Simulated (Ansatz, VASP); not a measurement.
# Si2Mo: VASP beside Ansatz

The input INCAR:

```
PREC = Accurate
ENCUT = 520
EDIFF = 1E-6
ISMEAR = 0
SIGMA = 0.011
LREAL = False
LASPH = True
NELM = 60
ALGO = Normal
ISIF = 2
LWAVE = False
LCHARG = False
GGA = PE
NBANDS = 18
```

KPOINTS

```
Automatic mesh
0
Gamma
  12 12 12
```

File POSCAR:

```
Si2Mo
1.0
   -1.6000000000      1.6000000000      3.9305000000
    1.6000000000     -1.6000000000      3.9305000000
    1.6000000000      1.6000000000     -3.9305000000
Mo Si
1 2
Direct
    0.0000000000      0.0000000000      0.0000000000
    0.6670000000      0.6670000000      0.0000000000
    0.3330000000      0.3330000000      0.0000000000
```

Contents of input.yaml:

```yaml
crystal:
  lattice:
    - [-1.6, 1.6, 3.9305]
    - [1.6, -1.6, 3.9305]
    - [1.6, 1.6, -3.9305]
  atoms:
    - { symbol: Mo, position: [0.0, 0.0, 0.0] }
    - { symbol: Si, position: [0.667, 0.667, 0.0] }
    - { symbol: Si, position: [0.333, 0.333, 0.0] }
hamiltonian:
  xc: pbe
  pseudopotentials: { kind: paw }
kpoints:
  mp_grid: { grid: [12, 12, 12] }
scf:
  occupations: { method: gaussian, width: 0.011 }
output:
  forces: true
  stress: true
  eigenvalues: true
  write_density: true
  write_potential: true
  elf: true
  volumetric_format: npy
```

Alike in both runs: task single point; functional PBE; k mesh 12 × 12 × 12; occupations gaussian, width 0.011 eV; no spin polarisation.

|  | VASP | Ansatz |
| --- | --- | --- |
| version | VASP 6.6.1 | Ansatz 0.2.0 |
| potentials or method | VASP PAW PBE potentials, release 64 (Mo_sv, Si) | Ansatz PAW |
| plane-wave cutoff (eV) | 520 | 420 |
| valence electrons in the cell | 22 | 22 |

VASP gave:

```
gap on the k mesh at the Fermi level (eV)                     : none
pressure (GPa)                                                : 2.4
traceless stress, the component that is largest in VASP (GPa) : -0.78
rms of the force components (eV/Å)                            : 0.128
```

Problem. Which values does Ansatz return?

Solution. gap on the k mesh at the Fermi level (eV): none; pressure (GPa): 2.2; traceless stress, the component that is largest in VASP (GPa): -0.77; rms of the force components (eV/Å): 0.130.

Atom by atom the forces differ by 0.002 eV/Å (rms over components). A gap of «none» marks a metal or a gap that the smearing closes.
